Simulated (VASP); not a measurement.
# GaSb in VASP: single point with PBEsol

Aim: the single point of GaSb with PBEsol.

Program: VASP 6.6.1. These are calculated values, not measurements. Logs are shortened: lines on timing, memory, paths and dates and some standing lists are left out, and cuts for length are marked.

## 1. The cell of the first run

The cell holds a slab with vacuum, 18 atoms: a = 6.111 Å, b = 7.485 Å, c = 26.615 Å, α = 90.00°, β = 90.00°, γ = 114.09°.

## 2. Single point, PBEsol

Contents of INCAR:

```
SYSTEM = GaSb
ALGO = Fast ; DIPOL = 0.5 0.5 0.500
EDIFF = 1E-6 ; ENCUT = 520
GGA = PS ; IDIPOL = 3
ISIF = 2 ; ISMEAR = 0
LASPH = .True. ; LCHARG = .False.
LDIPOL = .True. ; LREAL = Auto
LWAVE = .False. ; NBANDS = 96
NELM = 60 ; PREC = Accurate
SIGMA = 0.1
```

Contents of KPOINTS:

```
k-points
0
Gamma
  6 5 1
  0 0 0
```

Contents of POSCAR:

```
GaSb
1.0
    6.1112281945      0.0000000000      0.0000000000
   -3.0556140972      6.8325608344      0.0000000000
    0.0000000000      0.0000000000     26.6153534185
Sb Ga
9 9
Direct
    0.0427156696      0.7929114018      0.2852781380
    0.8122014848      0.0635712074      0.3293154399
    0.4650021353      0.4918317458      0.3826803932
    0.1961995653      0.8912844907      0.4390175967
    0.8785202730      0.2981107216      0.4850491182
    0.5986489714      0.6926787464      0.5417243786
    0.2814557814      0.1029451388      0.5878113892
    0.0128466957      0.5018331771      0.6457895251
    0.7058988945      0.9140191788      0.7008525278
    0.7950742934      0.4407221798      0.3239534958
    0.3674688375      0.8037256286      0.3553288650
    0.0771046306      0.1790780526      0.4115058575
    0.7755375331      0.5990281629      0.4596722746
    0.4956889651     -0.0090261587      0.5162510923
    0.1751215397      0.4016890138      0.5626386712
    0.8951681810      0.8063760158      0.6221957165
    0.5833384076      0.2103967786      0.6647873573
    0.4420081410      0.5188245180      0.6861481631
```

Potentials or basis: VASP PAW PBE potentials, release 64 (Sb, Ga_d).

Run with:

```
$ cat potpaw_PBE.64/Sb/POTCAR potpaw_PBE.64/Ga_d/POTCAR > POTCAR
$ mpirun -np 1 vasp_std > vasp.out
```

OUTCAR:

```text
SYSTEM = GaSb
   EDIFF = 1E-6
   ENCUT = 520
   GGA = PS
   ISIF = 2
   ISMEAR = 0
   LASPH = .True.
   LREAL = Auto
   NELM = 60
   PREC = Accurate

 ion  position               nearest neighbor table
   1  0.043  0.793  0.285-  10 2.65  11 2.70   2 3.13
   2  0.812  0.064  0.329-  12 2.65  11 2.71  10 2.87   1 3.13
   3  0.465  0.492  0.383-  12 2.68  13 2.68  10 2.70  11 2.73
   4  0.196  0.891  0.439-  12 2.64  14 2.65  11 2.65  13 2.67
   5  0.879  0.298  0.485-  12 2.64  15 2.65  14 2.66  13 2.66
   6  0.599  0.693  0.542-  14 2.64  13 2.65  15 2.67  16 2.71
   7  0.281  0.103  0.588-  14 2.63  17 2.65  15 2.66  16 2.66
   8  0.013  0.502  0.646-  15 2.66  17 2.69  16 2.73  18 2.79
   9  0.706  0.914  0.701-  16 2.67  18 2.76  17 2.79
  10  0.795  0.441  0.324-   1 2.65   3 2.70   2 2.87
  11  0.367  0.804  0.355-   4 2.65   1 2.70   2 2.71   3 2.73
  12  0.077  0.179  0.412-   5 2.64   4 2.64   2 2.65   3 2.68
  13  0.776  0.599  0.460-   6 2.65   5 2.66   4 2.67   3 2.68
  14  0.496  0.991  0.516-   7 2.63   6 2.64   4 2.65   5 2.66
  15  0.175  0.402  0.563-   5 2.65   8 2.66   7 2.66   6 2.67
  16  0.895  0.806  0.622-   7 2.66   9 2.67   6 2.71   8 2.73
  17  0.583  0.210  0.665-   7 2.65   8 2.69   9 2.79  18 2.83
  18  0.442  0.519  0.686-   9 2.76   8 2.79  17 2.83

  LATTYP: Found a base centered orthorhombic cell.
 ALAT       =     6.1112281945
 B/A-ratio  =     2.2360679775
 C/A-ratio  =     4.3551562094

  Lattice vectors:

 A1 = (   3.0556140972,  -6.8325608344,   0.0000000000)
 A2 = (   3.0556140973,   6.8325608344,   0.0000000000)
 A3 = (   0.0000000000,   0.0000000000,  26.6153534185)

Analysis of symmetry for initial positions (statically):
=====================================================================
 Subroutine PRICEL returns:
 Original cell was already a primitive cell.

 Routine SETGRP: Setting up the symmetry group for a
 base centered orthorhombic supercell.

 Subroutine GETGRP returns: Found  1 space group operations
 (whereof  1 operations were pure point group operations)
 out of a pool of  8 trial point group operations.

The static configuration has the point symmetry C_1 .

Analysis of symmetry for dynamics (positions and initial velocities):
=====================================================================
 Subroutine PRICEL returns:
 Original cell was already a primitive cell.

 Routine SETGRP: Setting up the symmetry group for a
 base centered orthorhombic supercell.

 Subroutine GETGRP returns: Found  1 space group operations
 (whereof  1 operations were pure point group operations)
 out of a pool of  8 trial point group operations.

The dynamic configuration has the point symmetry C_1 .

 Subroutine INISYM returns: Found  1 space group operations
 (whereof  1 operations are pure point group operations),
 and found     1 'primitive' translations

----------------------------------------------------------------------------------------

                                     Primitive cell

  volume of cell :    1111.3331

  direct lattice vectors                    reciprocal lattice vectors
     6.111228194  0.000000000  0.000000000     0.163633229  0.073179004  0.000000000
    -3.055614097  6.832560834  0.000000000     0.000000000  0.146358009  0.000000000
     0.000000000  0.000000000 26.615353418     0.000000000  0.000000000  0.037572298

  length of vectors
     6.111228194  7.484695389 26.615353418     0.179251221  0.146358009  0.037572298

  position of ions in fractional coordinates (direct lattice)
     0.042715670  0.792911402  0.285278138
     0.812201485  0.063571207  0.329315440
     0.465002135  0.491831746  0.382680393
     0.196199565  0.891284491  0.439017597
     0.878520273  0.298110722  0.485049118
     0.598648971  0.692678746  0.541724379
[... 10 lines left out ...]
     0.583338408  0.210396779  0.664787357
     0.442008141  0.518824518  0.686148163

  ion indices of the primitive-cell ions
   primitive index   ion index
                 1           1
                 2           2
                 3           3
[... 49 lines left out ...]
|        The reciprocal lattice is base centered orthorhombic,                |
|        whereas your k-lattice is simple monoclinic.                         |
|                                                                             |
|     Results are often still useful ...                                      |
|                                                                             |
 -----------------------------------------------------------------------------

 WARNING: IBZKPT: internal override: KBLOWUP is changed to .FALSE.
      ... skipping the blow-up phase ...

 Subroutine IBZKPT returns following result:
 ===========================================

 Found     16 irreducible k-points:

 Following reciprocal coordinates:
            Coordinates               Weight
  0.000000  0.000000  0.000000      1.000000
  0.166667  0.000000  0.000000      2.000000
  0.333333  0.000000  0.000000      2.000000
  0.500000  0.000000  0.000000      1.000000
  0.000000  0.200000  0.000000      2.000000
  0.166667  0.200000  0.000000      2.000000
[... 8 lines left out ...]
 -0.333333  0.400000  0.000000      2.000000
 -0.166667  0.400000  0.000000      2.000000
   k-points           NKPTS =     16   k-points in BZ     NKDIM =     16   number of bands    NBANDS=     96
   number of dos      NEDOS =    301   number of ions     NIONS =     18
   total plane-waves  NPLWV = 537600
   dimension x,y,z NGX =    48 NGY =   56 NGZ =  200
   dimension x,y,z NGXF=    96 NGYF=  112 NGZF=  400
   ions per type =               9   9
   NGX,Y,Z   is equivalent  to a cutoff of  13.06, 12.44, 12.49 a.u.
   NGXF,Y,Z  is equivalent  to a cutoff of  26.12, 24.88, 24.98 a.u.
 SYSTEM =  GaSb
   PREC   = accura    normal or accurate (medium, high low for compatibility)
   ISTART =      0    job   : 0-new  1-cont  2-samecut
   ICHARG =      2    charge: 1-file 2-atom 10-const
   ISPIN  =      1    spin polarized calculation?
   LNONCOLLINEAR =      F non collinear calculations
   LSORBIT =      F    spin-orbit coupling
   LASPH  =      T    aspherical Exc in radial PAW
   ENCUT  =  520.0 eV  38.22 Ry    6.18 a.u.  11.36 13.92 49.49*2*pi/ulx,y,z
   NELM   =     60;   NELMIN=  2; NELMDL= -5     # of ELM steps
   EDIFF  = 0.1E-05   stopping-criterion for ELM
   LREAL  =      T    real-space projection
   EDIFFG = 0.1E-04   stopping-criterion for IOM
   NSW    =      0    number of steps for IOM
   IBRION =     -1    ionic relax: 0-MD 1-quasi-New 2-CG
   NFREE  =      0    steps in history (QN), initial steepest desc. (CG)
   ISIF   =      2    stress and relaxation
   ISYM   =      2    0-nonsym 1-usesym 2-fastsym
   POTIM  = 0.5000    time-step for ionic-motion
   TEBEG  =    0.0;   TEEND  =   0.0 temperature during run
   PSTRESS=    0.0 pullay stress
   NELECT =     162.0000    total number of electrons
   NUPDOWN=      -1.0000    fix difference up-down
   EMIN   =  10.00;   EMAX   =-10.00  energy-range for DOS
   EFERMI =   0.00;   METHOD = LEGACY
   ISMEAR =     0;   SIGMA  =   0.10  broadening in eV -4-tet -1-fermi 0-gaus
   EFERMI_NEDOS =   21; number of points for ismear=-14 and -15
   IALGO  =     68    algorithm
   IMIX   =      4    mixing-type and parameters
     AMIX     =   0.40;   BMIX     =  1.00
     AMIX_MAG =   1.60;   BMIX_MAG =  1.00
  volume/ion in A,a.u.               =      61.74       416.65
  Fermi-wavevector in a.u.,A,eV,Ry     =   0.861586  1.628161 10.100009  0.742330
  Thomas-Fermi vector in A             =   1.979261
   LORBIT       =      0    0 simple, 1 ext, 2 COOP (PROOUT), +10 PAW based schemes
   GGA     = PS    functional components
   LHFCALC =     F    Hartree Fock is set to
   AEXX    =    0.0000 exact exchange contribution
   IVDW    =     0    specifies the selected vdW correction
   LEPSILON=     F    determine dielectric tensor
   LRPA    =     F    only Hartree local field effects (RPA)
 non-spin polarized calculation
 RMM-DIIS sequential band-by-band and
 Gauss-broadening in eV      SIGMA  =   0.10
  energy-cutoff  :      520.00
  volume of cell :     1111.33
 maximum number of plane-waves:     29984
 NGX is ok and might be reduce to    48
   NGX = 23   NGY = 27   NGZ = 99

 dipolmoment           0.000000      0.000000     -0.004558 electrons x Angstroem

 number of electron     162.0000003 magnetization

 dipolmoment           0.000000      0.000000      0.042748 electrons x Angstroem

 Free energy of the ion-electron system (eV)
  ---------------------------------------------------
  ext. energy  EPLUGINS =         0.00000000
  ---------------------------------------------------
  free energy    TOTEN  =       -69.34915493 eV

  energy without entropy =      -69.32089852  energy(sigma->0) =      -69.33502673

 E-fermi :  -0.4069     XC(G=0):  -4.8394

 val. band max:       -0.4102284679   @ k =   0.1667   0.0000   0.0000
 cond. band min:      -0.4004708711   @ k =  -0.1667   0.4000   0.0000
 fundamental gap:      0.0097575967
 Fermi energy:        -0.4069100951

 k-point     1 :       0.0000    0.0000    0.0000
  band No.  band energies     occupation
      1     -15.4557      2.00000
      2     -15.4123      2.00000
      3     -15.3917      2.00000
      4     -15.3566      2.00000
      5     -15.3182      2.00000
      6     -15.1764      2.00000
[... 1525 lines left out ...]
     92       2.1241      0.00000
     93       2.3652      0.00000
 [bands above 93 left out]

------------------------ aborting loop because EDIFF is reached ----------------------------------------

 vacuum level on the upper side and lower side of the slab       (xc-potential included)         0.013        -0.196

  FORCE on cell =-STRESS in cart. coord.  units (eV):
  Direction    XX          YY          ZZ          XY          YZ          ZX
  --------------------------------------------------------------------------------------
  -------------------------------------------------------------------------------------
  Total       -7.0514391    -10.0978662      0.3073336      5.5359047      0.0140182     -0.0087455
  in kB      -10.1658593    -14.5578067      0.4430741      7.9809564      0.0202096     -0.0126081
  external PRESSURE =      -8.0935306 kB  Pullay stress =       0.0000000 kB

 VOLUME and BASIS-vectors are now :
 -----------------------------------------------------------------------------
  energy-cutoff  :      520.00
  volume of cell :     1111.33
      direct lattice vectors                 reciprocal lattice vectors
     6.111228194  0.000000000  0.000000000     0.163633229  0.073179004  0.000000000
    -3.055614097  6.832560834  0.000000000     0.000000000  0.146358009  0.000000000
     0.000000000  0.000000000 26.615353418     0.000000000  0.000000000  0.037572298

 POSITION                                       TOTAL-FORCE (eV/Angst)
 -----------------------------------------------------------------------------------
     -2.16179      5.41762      7.59278        -0.002862      0.008535     -0.021423
      4.76930      0.43435      8.76485        -0.002962     -0.001045     -0.016832
      1.33889      3.36047     10.18517        -0.010047     -0.006824     -0.005013
     -1.52440      6.08976     11.68461         0.002224     -0.001290      0.002595
      4.45793      2.03686     12.90975         0.005764     -0.004271      0.002929
      1.54192      4.73277     14.41819         0.007949      0.002398      0.001276
[... 10 lines left out ...]
      2.92202      1.43755     17.69355        -0.010065      0.005884      0.008967
      1.11589      3.54490     18.26208         0.002353     -0.004043      0.004040
 -----------------------------------------------------------------------------------
    total drift:                                0.012551      0.000388      0.004951

  FREE ENERGIE OF THE ION-ELECTRON SYSTEM (eV)
  ---------------------------------------------------
  free  energy   TOTEN  =       -69.3491549331 eV

  energy  without entropy=      -69.3208985219  energy(sigma->0) =      -69.33502673

 vacuum level on the upper side and lower side of the slab         4.288         4.065
```

Wall time 82 min (1 thread of Oxide Virtual Turin-like, shared host); peak memory 1.6 GiB.

What came out:

```yaml
Free_energy: -69.3492 eV
Largest_force: 0.030 eV/Å
Band_gap_on_the_k_mesh: zero (bands 81 and 82 overlap by 0.17 eV)
```

Forces on the atoms (eV/Å):
```
Sb  -0.003  0.009 -0.021
Sb  -0.003 -0.001 -0.017
Sb  -0.010 -0.007 -0.005
Sb   0.002 -0.001  0.003
Sb   0.006 -0.004  0.003
Sb   0.008  0.002  0.001
Sb   0.000 -0.005 -0.003
Sb   0.002  0.017  0.012
Sb   0.001  0.002  0.030
Ga   0.005 -0.008  0.004
Ga   0.005 -0.004  0.002
Ga  -0.002  0.008 -0.001
Ga   0.000  0.001  0.000
Ga  -0.005  0.002 -0.003
Ga   0.000 -0.005 -0.007
Ga   0.001 -0.008 -0.010
Ga  -0.010  0.006  0.009
Ga   0.002 -0.004  0.004
```

Caveat: the PAW data sets were made with another functional, which shifts forces and pressure a little; spin-orbit coupling is left out, which moves the levels of the heavy elements.
